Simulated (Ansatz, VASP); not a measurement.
## One calculation of MgCdC6N6, two programs

File INCAR:

```
SYSTEM = MgCdC6N6
ALGO = Normal
EDIFF = 1E-6
ENCUT = 520
GGA = PE
ISIF = 2
ISMEAR = 0
LASPH = .TRUE.
LCHARG = .FALSE.
LREAL = .FALSE.
LWAVE = .FALSE.
NBANDS = 47
NELM = 60
PREC = Accurate
SIGMA = 0.1
```

File KPOINTS:

```
k-points
0
G
  4 4 4
  0 0 0
```

Contents of POSCAR:

```
MgCdC6N6
1.0
    0.0000000000      5.2475000000      5.2475000000
    5.2475000000      0.0000000000      5.2475000000
    5.2475000000      5.2475000000      0.0000000000
Mg Cd C N
1 1 6 6
Direct
    0.0000000000      0.0000000000      0.0000000000
    0.5000000000      0.5000000000      0.5000000000
    0.8113387300      0.1886612700      0.1886612700
    0.1886612700      0.8113387300      0.1886612700
    0.1886612700      0.1886612700      0.8113387300
    0.1886612700      0.8113387300      0.8113387300
    0.8113387300      0.1886612700      0.8113387300
    0.8113387300      0.8113387300      0.1886612700
    0.6998570700      0.3001429300      0.3001429300
    0.3001429300      0.6998570700      0.3001429300
    0.3001429300      0.3001429300      0.6998570700
    0.3001429300      0.6998570700      0.6998570700
    0.6998570700      0.3001429300      0.6998570700
    0.6998570700      0.6998570700      0.3001429300
```

Input for Ansatz:

```yaml
crystal:
  lattice:
    - [0.0, 5.2475, 5.2475]
    - [5.2475, 0.0, 5.2475]
    - [5.2475, 5.2475, 0.0]
  atoms:
    - { symbol: Mg, position: [0.0, 0.0, 0.0] }
    - { symbol: Cd, position: [0.5, 0.5, 0.5] }
    - { symbol: C, position: [0.81133873, 0.18866127, 0.18866127] }
    - { symbol: C, position: [0.18866127, 0.81133873, 0.18866127] }
    - { symbol: C, position: [0.18866127, 0.18866127, 0.81133873] }
    - { symbol: C, position: [0.18866127, 0.81133873, 0.81133873] }
    - { symbol: C, position: [0.81133873, 0.18866127, 0.81133873] }
    - { symbol: C, position: [0.81133873, 0.81133873, 0.18866127] }
    - { symbol: "N", position: [0.69985707, 0.30014293, 0.30014293] }
    - { symbol: "N", position: [0.30014293, 0.69985707, 0.30014293] }
    - { symbol: "N", position: [0.30014293, 0.30014293, 0.69985707] }
    - { symbol: "N", position: [0.30014293, 0.69985707, 0.69985707] }
    - { symbol: "N", position: [0.69985707, 0.30014293, 0.69985707] }
    - { symbol: "N", position: [0.69985707, 0.69985707, 0.30014293] }
basis:
  ecutwfc: 420
kpoints:
  mp_grid: { grid: [4, 4, 4] }
hamiltonian:
  xc: pbe
scf:
  occupations: { method: gaussian, width: 0.1 }
  lower_state_search: "off"
output:
  forces: true
  stress: true
  eigenvalues: true
```

Alike in both runs: task single point; functional PBE; k mesh 4 × 4 × 4; occupations gaussian, width 0.1 eV; no spin polarisation.

|  | VASP | Ansatz |
| --- | --- | --- |
| version | VASP 6.6.1 | Ansatz 0.2.0 |
| potentials or method | VASP PAW PBE potentials, release 64 (Mg, Cd, C, N), cutoff 520 eV | scalar-relativistic, plane waves, PAW |
| valence electrons in the cell | 68 | 84 |

|  | VASP | Ansatz | Ansatz less VASP |
| --- | --- | --- | --- |
| gap on the k mesh at the Fermi level (eV) | none | none | - |
| pressure (GPa) | 10.4 | 9.7 | -0.74 |
| rms of the force components (eV/Å) | 1.060 | 1.223 | +0.1637 |

Atom by atom the forces differ by 0.165 eV/Å (rms over components). A gap of «none» marks a metal or a gap that the smearing closes. VASP's potentials hold 68 valence electrons a cell and Ansatz's 84, so a difference there can come from the potentials and not from the codes.

Noted on VASP's run: the standard files for N, O and F lose accuracy on very short bonds.
